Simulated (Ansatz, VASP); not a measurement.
Two plane-wave programs on ZnS

```
Zn S
1.0
     3.88265    0.00000    0.00000
    -1.94132    3.36247    0.00000
     0.00000    0.00000    6.36970
Zn S
2 2
Direct
  0.33333 0.66667 0.00029
  0.66667 0.33333 0.50029
  0.33333 0.66667 0.37471
  0.66667 0.33333 0.87471
```

Change from the starting cell: equal strain along all axes, cell held, atoms relaxed: +2.0 %.

Alike in both runs: functional r2SCAN; k mesh 6 × 6 × 4; occupations gaussian, width 0.02 eV; no spin polarisation.

Ansatz relaxed the structure, and its values are those at the end. VASP's run is a single point on that final structure, the one shown.

```csv
,VASP,Ansatz
version,VASP 6.6.1,Ansatz 0.2.0
potentials or method,"VASP PAW PBE potentials, release 64 (Zn, S), cutoff 520 eV","scalar-relativistic, plane waves, PAW"
valence electrons in the cell,36,36
```

```csv
,VASP,Ansatz,Ansatz less VASP
gap on the k mesh at the Fermi level (eV),2.50,2.50,-0.005
least direct gap on the mesh (eV),2.50,2.50,-0.005
pressure (GPa),-4.1,-4.1,+0.01
rms of the force components (eV/Å),0.009,0.004,-0.0053
```

VASP's potentials were made for PBE, not for r2SCAN. Ansatz's warnings: stress scf threshold loose.
